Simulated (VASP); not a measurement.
Set up this calculation in VASP 6.6.1, as the native input.

| Item | Value |
| --- | --- |
| Task | single point |
| Functional | PBE |
| Dispersion | D3(BJ) |
| Potentials or basis | VASP PAW PBE potentials, release 64 (C) |
| Cutoff | 520 eV |
| k mesh | 21 × 21 × 1 |
| Occupations | gaussian, width 0.1 eV |
| Spin | no spin polarisation |
| Dipole correction | yes |
| Further INCAR settings | ALGO = Normal; EDIFF = 1e-06; NBANDS = 11 |

The structure of C lies in POSCAR:

```
C
1.0
    2.4710000000      0.0000000000      0.0000000000
   -1.2355000000      2.1399487728      0.0000000000
    0.0000000000      0.0000000000     26.0024170307
C
2
Direct
    0.6666666667      0.3333333333      0.5000000000
    0.3333333333      0.6666666667      0.5000000000
```

The input as run:

INCAR

```
PREC = Accurate
ENCUT = 520
EDIFF = 1E-6
ISMEAR = 0
SIGMA = 0.1
LREAL = F
LASPH = T
NELM = 80
ALGO = Normal
ISIF = 2
LWAVE = F
LCHARG = T
LDIPOL = T
IDIPOL = 3
DIPOL = 0.5 0.5 0.500
GGA = PE
IVDW = 12
LELF = T
LVHAR = T
LVACPOTAV = T
NBANDS = 11
```

KPOINTS

```
Automatic mesh
0
Gamma
  21 21 1
```

Potentials or basis: VASP PAW PBE potentials, release 64 (C).

Launch:

```sh
$ cat potpaw_PBE.64/C/POTCAR > POTCAR
$ mpirun -np 1 vasp_std > vasp.out
```

It gave:

| Property | Result |
| --- | --- |
| Band gap on the k mesh | zero (filled and empty bands touch) |
| Dispersion energy per atom | -0.088 eV |

Run time: 2.7 min on 1 thread of Intel(R) Xeon(R) Platinum 8375C CPU @ 2.90GHz (Ice Lake) (shared host), peak memory 0.26 GiB.
